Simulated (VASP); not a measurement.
ScIn3, 4 atoms in the cell. It takes space group P4/mmm (No. 123, tetragonal). The conventional cell has a = 4.460 Å, b = 4.460 Å, c = 4.415 Å, α = 90.00°, β = 90.00°, γ = 90.00°. Within 4.1 Å of Sc (site symmetry 4/mmm) lie 12 In at 3.14 to 3.15 Å. In (site symmetry mmm) has 4 Sc at 3.14 Å and 8 In at 3.14 to 3.15 Å within 4.1 Å. Within 4.1 Å of In (site symmetry 4/mmm) lie 8 In at 3.14 Å and 4 Sc at 3.15 Å.  This cell differs from its parent crystal: zz strain of -1 %.

```yaml
Program: VASP 6.6.1
Task: single point
Functional: PBEsol
Potentials_or_basis: VASP PAW PBE potentials, release 64 (Sc_sv, In_d)
Cutoff: 520 eV
k_mesh: 8 × 8 × 8
Occupations: fermi-dirac, width 0.08 eV
Spin: no spin polarisation
Dipole_correction: no
Further_INCAR_settings: ALGO = Normal; EDIFF = 1e-06; NBANDS = 33
```

Potentials or basis: VASP PAW PBE potentials, release 64 (Sc_sv, In_d).

The run is started by

```bash
$ cat potpaw_PBE.64/Sc_sv/POTCAR potpaw_PBE.64/In_d/POTCAR > POTCAR
$ mpirun -np 1 vasp_std > vasp.out
```

Hardware: 1 thread of Oxide Virtual Turin-like Processor, with other jobs on the host.

Problem. Estimate the wall time of this run.

Solution. Wall time 5.1 min on 1 thread of Oxide Virtual Turin-like Processor, on a shared host, peak memory 0.29 GiB. Counts: scf iterations 15, k points 75.
